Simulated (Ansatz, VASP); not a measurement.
**One calculation of Bi, two programs**

```
Bi
1.0
     3.44738    0.00000    0.00000
    -1.72369    2.98552    0.00000
     0.00000    0.00000    3.28243
Bi
1
Direct
  0.00000 0.00000 0.00000
```

Alike in both runs: functional PBE; k mesh 14 × 14 × 13; occupations fermi-dirac, width 0.1 eV; no spin polarisation.

Ansatz relaxed the structure, and its values are those at the end. VASP's run is a single point on that final structure, the one shown.

```csv
,VASP,Ansatz
version,VASP 6.6.1,Ansatz 0.2.0
potentials or method,"VASP PAW PBE potentials, release 64 (Bi_d)","PAW with Ansatz's default frozen-core files, scalar-relativistic"
plane-wave cutoff (eV),520,420
valence electrons in the cell,15,15
```

|  | VASP | Ansatz | Ansatz less VASP |
| --- | --- | --- | --- |
| pressure (GPa) | -0.1 | 0.0 | +0.08 |

Neither program's run includes spin-orbit coupling.
